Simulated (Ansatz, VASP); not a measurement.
Two plane-wave programs on Al3BiO3

```
CELL_PARAMETERS angstrom
9.47332 0.00000 0.00000
-4.73666 8.20413 0.00000
0.00000 0.00000 3.20867
ATOMIC_POSITIONS crystal
Al 0.66272 0.85741 0.25000
Al 0.85741 0.19468 0.75000
Al 0.19468 0.33728 0.25000
Al 0.33728 0.14259 0.75000
Al 0.80532 0.66272 0.75000
Al 0.14259 0.80532 0.25000
Bi 0.66667 0.33333 0.75000
Bi 0.33333 0.66667 0.25000
O 0.73560 0.97155 0.75000
O 0.97155 0.23595 0.25000
O 0.23595 0.26440 0.75000
O 0.26440 0.02845 0.25000
O 0.76405 0.73560 0.25000
O 0.02845 0.76405 0.75000
```

Alike in both runs: functional PBE; k mesh 2 × 2 × 4; occupations gaussian, width 0.15 eV; no spin polarisation.

Ansatz relaxed the structure, and its values are those at the end. VASP's run is a single point on that final structure, the one shown.

```csv
,VASP,Ansatz
version,VASP 6.6.1,Ansatz 0.2.0
potentials or method,"VASP PAW PBE potentials, release 64 (Al, Bi_d, O), cutoff 520 eV","scalar-relativistic, plane waves, PAW"
valence electrons in the cell,84,84
```

```tsv
	VASP	Ansatz	Ansatz less VASP
gap on the k mesh at the Fermi level (eV)	none	none	-
pressure (GPa)	-0.2	-0.1	+0.10
rms of the force components (eV/Å)	0.024	0.026	+0.0022
```

A gap of «none» marks a metal or a gap that the smearing closes. With one functional, cell and mesh, what is left measures potentials, basis and numerics.

The k mesh is coarse, so the values compare programs but aren't converged. Spin-orbit coupling is off throughout.
